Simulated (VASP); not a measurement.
A run of VASP 6.6.1:

The input INCAR:

```
SYSTEM = WS2
  PREC = Accurate
  ENCUT = 400
  EDIFF = 1E-6
  ISMEAR = 0
  SIGMA = 0.02
  LREAL = .FALSE.
  LASPH = .TRUE.
  NELM = 120
  ALGO = Normal
  ISIF = 2
  LWAVE = .FALSE.
  LCHARG = .TRUE.
  LDIPOL = .TRUE.
  IDIPOL = 3
  DIPOL = 0.5 0.5 0.351
  LELF = .TRUE.
  LVHAR = .TRUE.
  LVACPOTAV = .TRUE.
  NBANDS = 20
  GGA_COMPAT = .FALSE.
  NELMDL = -8
```

Contents of KPOINTS:

```
Automatic mesh
0
G
  12 12 1
  0 0 0
```

Contents of POSCAR:

```
WS2
1.0
    3.1254891200      0.0000000000      0.0000000000
   -1.5627445600      2.7067529772      0.0000000000
    0.0000000000      0.0000000000     30.0799999992
S W
2 1
Direct
    0.6666666667      0.3333333333      0.2995212019
    0.6666666667      0.3333333333      0.4032713513
    0.3333333333      0.6666666667      0.3513962766
```

Potentials or basis: VASP PAW LDA potentials, release 64 (S, W_sv).

Run with:

```bash
$ cat potpaw_LDA.64/S/POTCAR potpaw_LDA.64/W_sv/POTCAR > POTCAR
$ mpirun -np 1 vasp_std > vasp.out
```

Hardware: 1 thread of AMD EPYC 7R13, with other jobs on the host.

Problem. How long does it take, and how much memory?

Solution. Wall time 2.9 min on 1 thread of AMD EPYC 7R13, with other jobs on the host, peak memory 0.2 GiB. Counts: scf iterations 25, k points 19.
